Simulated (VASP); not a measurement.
Input of a VASP 6.6.1 run:

POSCAR

```
Si
1.0
    0.0000000000      2.7221188956      2.7221188956
    2.7221188956      0.0000000000      2.7221188956
    2.7221188956      2.7221188956      0.0000000000
Si
2
Direct
    0.0000000000      0.0000000000      0.0000000000
    0.2500000000      0.2500000000      0.2500000000
```

INCAR.step1

```
SYSTEM = Si
  PREC = Accurate
  ENCUT = 520
  ISMEAR = 0
  SIGMA = 0.01
  LREAL = .False.
  LASPH = .True.
  NELM = 80
  NBANDS = 11
  GGA = PE
  ALGO = Normal
  EDIFF = 1E-4
  LWAVE = .True.
  LCHARG = .False.
```

File INCAR.step2:

```
SYSTEM = Si
  PREC = Accurate
  ENCUT = 520
  EDIFF = 1E-6
  ISMEAR = 0
  SIGMA = 0.01
  LREAL = .False.
  LASPH = .True.
  NELM = 80
  ALGO = Normal
  ISIF = 2
  LWAVE = .False.
  LCHARG = .True.
  METAGGA = R2SCAN
  LMIXTAU = .True.
  LELF = .True.
  LVHAR = .True.
  NBANDS = 11
  ISTART = 1
```

The input KPOINTS:

```
regular mesh
0
Gamma
  8 8 8
  0 0 0
```

Potentials or basis: VASP PAW PBE potentials, release 64 (Si).

Command:

```console
$ cat potpaw_PBE.64/Si/POTCAR > POTCAR
$ cp INCAR.step1 INCAR
$ mpirun -np 1 vasp_std > vasp.out
$ cp INCAR.step2 INCAR
$ mpirun -np 1 vasp_std > vasp.out
```

(1) Estimate the pressure.

(2) What does it give for the band gap on the k mesh?

## Answers

(1) -0.2 GPa.

(2) 0.83 eV, indirect (least direct gap 2.75 eV).

Caveat: the PAW data sets were made with another functional, which shifts forces and pressure a little.
